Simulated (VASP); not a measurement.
Here is a VASP 6.6.1 calculation.

INCAR

```
  PREC = Accurate
  ENCUT = 520
  EDIFF = 1E-6
  ISMEAR = 0
  SIGMA = 0.15
  LREAL = F
  LASPH = T
  NELM = 60
  ALGO = Normal
  ISIF = 2
  LWAVE = F
  LCHARG = F
  NBANDS = 11
```

File KPOINTS:

```
regular mesh
0
Gamma
  14 14 14
```

File POSCAR:

```
Ca
1.0
    0.0000000000      2.5706640000      2.6824320000
    2.5706640000      0.0000000000      2.6824320000
    2.5706640000      2.5706640000      0.0000000000
Ca
1
Direct
    0.0000000000      0.0000000000      0.0000000000
```

Potentials or basis: VASP PAW LDA potentials, release 64 (Ca_sv).

Run with:

```sh
$ cat potpaw_LDA.64/Ca_sv/POTCAR > POTCAR
$ mpirun -np 1 vasp_std > vasp.out
```

Estimate the pressure.

1.5 GPa.

Estimate the band gap on the k mesh.

zero (band 5 reaches 2.57 eV, above the bottom of band 6 at 2.51 eV).

Stress tensor (GPa, compression positive):
```
1.64 0.00 0.00
0.00 1.64 0.00
0.00 0.00 1.23
```

Caveat: the cell differs from its parent crystal (strain -0.080 along x and y, -0.040 along z).
